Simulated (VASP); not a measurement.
# Ti (P6_3/mmc) in VASP: further runs

Ti is run at these levels: PBEsol; tasks: single point.

Program: VASP 6.6.1. These are calculated values, not measurements. Logs are shortened: lines on timing, memory, paths and dates and some standing lists are left out, and cuts for length are marked.

## 1. The cell of the first run

It takes space group P6_3/mmc (No. 194, hexagonal). The conventional cell has a = 3.186 Å, b = 3.186 Å, c = 4.499 Å, α = 90.00°, β = 90.00°, γ = 120.00°. Within 3.8 Å of Ti (site symmetry -6m2) lie 12 Ti at 2.91 to 3.19 Å.

## 2. Single point, PBEsol (strain +0.080 along x and y, -0.040 along z)

Input file INCAR:

```
ALGO = Fast ; EDIFF = 1E-6
ENCUT = 520 ; GGA = PS
ISIF = 2 ; ISMEAR = 0
LASPH = T ; LCHARG = T
LELF = T ; LREAL = F
LVHAR = T ; LWAVE = F
NBANDS = 19 ; NELM = 60
PREC = Accurate ; SIGMA = 0.15
```

Input file KPOINTS:

```
k-points
0
Gamma
  18 18 10
```

Input file POSCAR:

```
Ti
1.0
    3.1859976892      0.0000000000      0.0000000000
   -1.5929988446      2.7591549353      0.0000000000
    0.0000000000      0.0000000000      4.4985600000
Ti
2
Direct
    0.3333333333      0.6666666667      0.2500000000
    0.6666666667      0.3333333333      0.7500000000
```

Potentials or basis: VASP PAW PBE potentials, release 64 (Ti_sv).

Launch:

```console
cat potpaw_PBE.64/Ti_sv/POTCAR > POTCAR
mpirun -np 1 vasp_std > vasp.out
```

OUTCAR:

```text
EDIFF = 1E-6
   ENCUT = 520
   GGA = PS
   ISIF = 2
   ISMEAR = 0
   LASPH = T
   LREAL = F
   NELM = 60
   PREC = Accurate

 ion  position               nearest neighbor table
   1  0.333  0.667  0.250-   2 2.91   2 2.91   2 2.91   2 2.91   2 2.91   2 2.91
   2  0.667  0.333  0.750-   1 2.91   1 2.91   1 2.91   1 2.91   1 2.91   1 2.91

  LATTYP: Found a hexagonal cell.
 ALAT       =     3.1859976892
 C/A-ratio  =     1.4119784252

  Lattice vectors:

 A1 = (   3.1859976892,   0.0000000000,   0.0000000000)
 A2 = (  -1.5929988446,   2.7591549353,   0.0000000000)
 A3 = (   0.0000000000,   0.0000000000,   4.4985600000)

Analysis of symmetry for initial positions (statically):
=====================================================================
 Subroutine PRICEL returns:
 Original cell was already a primitive cell.

 Routine SETGRP: Setting up the symmetry group for a
 hexagonal supercell.

 Subroutine GETGRP returns: Found 24 space group operations
 (whereof 12 operations were pure point group operations)
 out of a pool of 24 trial point group operations.

The static configuration has the point symmetry D_3d.
 The point group associated with its full space group is D_6h.

Analysis of symmetry for dynamics (positions and initial velocities):
=====================================================================
 Subroutine PRICEL returns:
 Original cell was already a primitive cell.

 Routine SETGRP: Setting up the symmetry group for a
 hexagonal supercell.

 Subroutine GETGRP returns: Found 24 space group operations
 (whereof 12 operations were pure point group operations)
 out of a pool of 24 trial point group operations.

The dynamic configuration has the point symmetry D_3d.
 The point group associated with its full space group is D_6h.

 Subroutine INISYM returns: Found 24 space group operations
 (whereof 12 operations are pure point group operations),
 and found     1 'primitive' translations

----------------------------------------------------------------------------------------

                                     Primitive cell

  volume of cell :      39.5453

  direct lattice vectors                    reciprocal lattice vectors
     3.185997689  0.000000000  0.000000000     0.313873423  0.181214905  0.000000000
    -1.592998845  2.759154935  0.000000000     0.000000000  0.362429810  0.000000000
     0.000000000  0.000000000  4.498560000     0.000000000  0.000000000  0.222293356

  length of vectors
     3.185997689  3.185997689  4.498560000     0.362429810  0.362429810  0.222293356

  position of ions in fractional coordinates (direct lattice)
     0.333333333  0.666666667  0.250000000
     0.666666667  0.333333333  0.750000000

  ion indices of the primitive-cell ions
   primitive index   ion index
                 1           1
                 2           2

----------------------------------------------------------------------------------------

 KPOINTS: k-points

Automatic generation of k-mesh.
 Grid dimensions read from file:
 generate k-points for:   18   18   10

 Generating k-lattice:

  Cartesian coordinates                     Fractional coordinates (reciprocal lattice)
     0.017437412  0.010067495  0.000000000     0.055555556  0.000000000  0.000000000
     0.000000000  0.020134989  0.000000000     0.000000000  0.055555556  0.000000000
     0.000000000  0.000000000  0.022229336     0.000000000  0.000000000  0.100000000

  Length of vectors
     0.020134989  0.020134989  0.022229336

  Shift w.r.t. Gamma in fractional coordinates (k-lattice)
     0.000000000  0.000000000  0.000000000

 Subroutine IBZKPT returns following result:
 ===========================================

 Found    222 irreducible k-points:

 Following reciprocal coordinates:
            Coordinates               Weight
  0.000000  0.000000  0.000000      1.000000
  0.055556 -0.000000  0.000000      6.000000
  0.111111 -0.000000  0.000000      6.000000
  0.166667  0.000000  0.000000      6.000000
  0.222222 -0.000000  0.000000      6.000000
  0.277778  0.000000  0.000000      6.000000
[... 16 lines left out ...]
  0.333333  0.111111  0.000000     12.000000
  0.388889  0.111111  0.000000     12.000000
 [... further k-points ...]
   k-points           NKPTS =    222   k-points in BZ     NKDIM =    222   number of bands    NBANDS=     19
   number of dos      NEDOS =    301   number of ions     NIONS =      2
   total plane-waves  NPLWV =  20736
   dimension x,y,z NGX =    24 NGY =   24 NGZ =   36
   dimension x,y,z NGXF=    48 NGYF=   48 NGZF=   72
   ions per type =               2
   NGX,Y,Z   is equivalent  to a cutoff of  12.52, 12.52, 13.30 a.u.
   NGXF,Y,Z  is equivalent  to a cutoff of  25.05, 25.05, 26.61 a.u.
 SYSTEM =  unknown system
   PREC   = accura    normal or accurate (medium, high low for compatibility)
   ISTART =      0    job   : 0-new  1-cont  2-samecut
   ICHARG =      2    charge: 1-file 2-atom 10-const
   ISPIN  =      1    spin polarized calculation?
   LNONCOLLINEAR =      F non collinear calculations
   LSORBIT =      F    spin-orbit coupling
   LASPH  =      T    aspherical Exc in radial PAW
   ENCUT  =  520.0 eV  38.22 Ry    6.18 a.u.   5.92  5.92  8.36*2*pi/ulx,y,z
   NELM   =     60;   NELMIN=  2; NELMDL= -5     # of ELM steps
   EDIFF  = 0.1E-05   stopping-criterion for ELM
   LREAL  =      F    real-space projection
[... 7 lines left out ...]
   TEBEG  =    0.0;   TEEND  =   0.0 temperature during run
   PSTRESS=    0.0 pullay stress
   NELECT =      24.0000    total number of electrons
   NUPDOWN=      -1.0000    fix difference up-down
   EMIN   =  10.00;   EMAX   =-10.00  energy-range for DOS
   EFERMI =   0.00;   METHOD = LEGACY
   ISMEAR =     0;   SIGMA  =   0.15  broadening in eV -4-tet -1-fermi 0-gaus
   EFERMI_NEDOS =   21; number of points for ismear=-14 and -15
   IALGO  =     68    algorithm
   IMIX   =      4    mixing-type and parameters
     AMIX     =   0.40;   BMIX     =  1.00
     AMIX_MAG =   1.60;   BMIX_MAG =  1.00
  volume/ion in A,a.u.               =      19.77       133.43
  Fermi-wavevector in a.u.,A,eV,Ry     =   1.386054  2.619263 26.138783  1.921146
  Thomas-Fermi vector in A             =   2.510406
   LORBIT       =      0    0 simple, 1 ext, 2 COOP (PROOUT), +10 PAW based schemes
   GGA     = PS    functional components
   LHFCALC =     F    Hartree Fock is set to
   AEXX    =    0.0000 exact exchange contribution
   IVDW    =     0    specifies the selected vdW correction
   LEPSILON=     F    determine dielectric tensor
   LRPA    =     F    only Hartree local field effects (RPA)
 non-spin polarized calculation
 RMM-DIIS sequential band-by-band and
 Gauss-broadening in eV      SIGMA  =   0.15
  energy-cutoff  :      520.00
  volume of cell :       39.55
 maximum number of plane-waves:      1092
 NGX is ok and might be reduce to    24
   NGX = 11   NGY = 11   NGZ = 17

 number of electron      24.0000000 magnetization

 Free energy of the ion-electron system (eV)
  ---------------------------------------------------
  ext. energy  EPLUGINS =         0.00000000
  ---------------------------------------------------
  free energy    TOTEN  =       -16.29154691 eV

  energy without entropy =      -16.26095009  energy(sigma->0) =      -16.27624850

 E-fermi :   6.8954     XC(G=0): -11.0197

 val. band max:        6.8804094975   @ k =   0.0556   0.0556   0.3000
 cond. band min:       6.8980103706   @ k =   0.3333   0.3333   0.3000
 fundamental gap:      0.0176008731
 Fermi energy:         6.8954327477

 k-point     1 :       0.0000    0.0000    0.0000
  band No.  band energies     occupation
      1     -49.9599      2.00000
      2     -49.8381      2.00000
      3     -26.5773      2.00000
      4     -26.1467      2.00000
      5     -26.1467      2.00000
      6     -26.0261      2.00000
[... 11 lines left out ...]
     18       8.4494      0.00000
     19       9.5922      0.00000

 k-point     2 :       0.0556   -0.0000    0.0000
  band No.  band energies     occupation
      1     -49.9583      2.00000
      2     -49.8382      2.00000
      3     -26.5727      2.00000
      4     -26.1527      2.00000
      5     -26.1495      2.00000
      6     -26.0329      2.00000
[... 11 lines left out ...]
     18       8.3606      0.00000
     19       9.6205      0.00000

 k-point     3 :       0.1111   -0.0000    0.0000
  band No.  band energies     occupation
      1     -49.9536      2.00000
      2     -49.8383      2.00000
      3     -26.5589      2.00000
      4     -26.1700      2.00000
      5     -26.1575      2.00000
      6     -26.0523      2.00000
[... 11 lines left out ...]
     18       8.5209      0.00000
     19       9.6923      0.00000

 k-point     4 :       0.1667    0.0000    0.0000
  band No.  band energies     occupation
      1     -49.9462      2.00000
      2     -49.8389      2.00000
      3     -26.5367      2.00000
      4     -26.1968      2.00000
      5     -26.1693      2.00000
      6     -26.0816      2.00000
[... 11 lines left out ...]
     18       8.7101      0.00000
     19       9.7879      0.00000

 k-point     5 :       0.2222   -0.0000    0.0000
  band No.  band energies     occupation
      1     -49.9367      2.00000
      2     -49.8399      2.00000
      3     -26.5074      2.00000
      4     -26.2302      2.00000
      5     -26.1832      2.00000
      6     -26.1166      2.00000
[... 11 lines left out ...]
     18       8.9158      0.00000
     19       9.8868      0.00000
[... 334 lines left out ...]
      2     -49.8425      2.00000
      3     -26.4613      2.00000
      4     -26.2636      2.00000
      5     -26.2267      2.00000
      6     -26.1422      2.00000
[... 11 lines left out ...]
     18       9.2437      0.00000
     19       9.9882      0.00000

 k-point    22 :       0.2778    0.1111    0.0000
  band No.  band energies     occupation
      1     -49.9114      2.00000
      2     -49.8455      2.00000
      3     -26.4244      2.00000
      4     -26.2976      2.00000
      5     -26.2385      2.00000
      6     -26.1703      2.00000
[... 11 lines left out ...]
     18       9.5309      0.00000
     19      10.0516      0.00000

 k-point    23 :       0.3333    0.1111    0.0000
  band No.  band energies     occupation
      1     -49.9011      2.00000
      2     -49.8492      2.00000
      3     -26.3880      2.00000
      4     -26.3259      2.00000
      5     -26.2442      2.00000
      6     -26.1963      2.00000
[... 11 lines left out ...]
     18       9.8644      0.00000
     19      10.0981      0.00000

 k-point    24 :       0.3889    0.1111    0.0000
  band No.  band energies     occupation
      1     -49.8932      2.00000
      2     -49.8530      2.00000
      3     -26.3581      2.00000
      4     -26.3445      2.00000
      5     -26.2431      2.00000
      6     -26.2180      2.00000
[... 11 lines left out ...]
     18      10.1278      0.00000
     19      10.2323      0.00000

 [... further k-points ...]
[... 5 lines left out ...]
  --------------------------------------------------------------------------------------
  -------------------------------------------------------------------------------------
  Total       -4.1640260     -4.1640260     -2.2259349      0.0000000      0.0000000      0.0000000
  in kB     -168.7053893   -168.7053893    -90.1836839      0.0000000      0.0000000      0.0000000
  external PRESSURE =    -142.5314875 kB  Pullay stress =       0.0000000 kB

 VOLUME and BASIS-vectors are now :
 -----------------------------------------------------------------------------
  energy-cutoff  :      520.00
  volume of cell :       39.55
      direct lattice vectors                 reciprocal lattice vectors
     3.185997689  0.000000000  0.000000000     0.313873423  0.181214905  0.000000000
    -1.592998845  2.759154935  0.000000000     0.000000000  0.362429810  0.000000000
     0.000000000  0.000000000  4.498560000     0.000000000  0.000000000  0.222293356

 POSITION                                       TOTAL-FORCE (eV/Angst)
 -----------------------------------------------------------------------------------
     -0.00000      1.83944      1.12464        -0.000000     -0.000000      0.000000
      1.59300      0.91972      3.37392         0.000000      0.000000      0.000000
 -----------------------------------------------------------------------------------
    total drift:                               -0.000000      0.000000     -0.000000

  FREE ENERGIE OF THE ION-ELECTRON SYSTEM (eV)
  ---------------------------------------------------
  free  energy   TOTEN  =       -16.2915469094 eV

  energy  without entropy=      -16.2609500914  energy(sigma->0) =      -16.27624850
```

It took 4.5 min on 1 thread of Intel Xeon Platinum 8488C (Sapphire Rapids), shared host; peak memory 0.25 GiB.

Results:

| Quantity | Value |
| --- | --- |
| Free energy | -16.2915 eV |
| Pressure | -14.3 GPa |
| Band gap on the k mesh | zero (band 12 reaches 7.60 eV, above the bottom of band 13 at 6.63 eV) |

Caveat: the cell differs from its parent crystal (strain +0.080 along x and y, -0.040 along z); the PAW data sets were made with another functional, which shifts forces and pressure a little.

(Continued in part 2 of 3.)
